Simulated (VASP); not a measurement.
Set up this calculation in VASP 6.6.1, as the native input.

- Task: single point
- Functional: PBE
- Potentials or basis: VASP PAW PBE potentials, release 64 (Na_pv)
- Cutoff: 520 eV
- k mesh: 12 × 12 × 12
- Occupations: fermi-dirac, width 0.05 eV
- Spin: no spin polarisation
- Dipole correction: no
- Further INCAR settings: ALGO = Normal; EDIFF = 1e-07; NBANDS = 10

The structure of Na lies in POSCAR:

```
Na
1.0
   -2.0763795808      2.0763795808      2.2022000000
    2.0763795808     -2.0763795808      2.2022000000
    2.0763795808      2.0763795808     -2.2022000000
Na
1
Direct
    0.0000000000      0.0000000000      0.0000000000
```

This cell differs from its parent crystal: z stretched by +4 % at fixed volume.

One way to write it, as run:

INCAR

```
PREC = Accurate
ENCUT = 520
EDIFF = 1E-7
ISMEAR = -1
SIGMA = 0.05
LREAL = F
LASPH = T
NELM = 100
ALGO = Normal
ISIF = 2
LWAVE = F
LCHARG = F
GGA = PE
NBANDS = 10
```

KPOINTS

```
Automatic mesh
0
Gamma
  12 12 12
```

Potentials or basis: VASP PAW PBE potentials, release 64 (Na_pv).

Launch:

```bash
$ cat potpaw_PBE.64/Na_pv/POTCAR > POTCAR
$ mpirun -np 1 vasp_std > vasp.out
```

It gave:

| Quantity | Value |
| --- | --- |
| Pressure | -0.2 GPa |

It took 51 s on 1 thread of Intel(R) Xeon(R) Platinum 8259CL CPU @ 2.50GHz (Skylake/Cascade Lake), with other jobs on the host, peak memory 0.18 GiB.
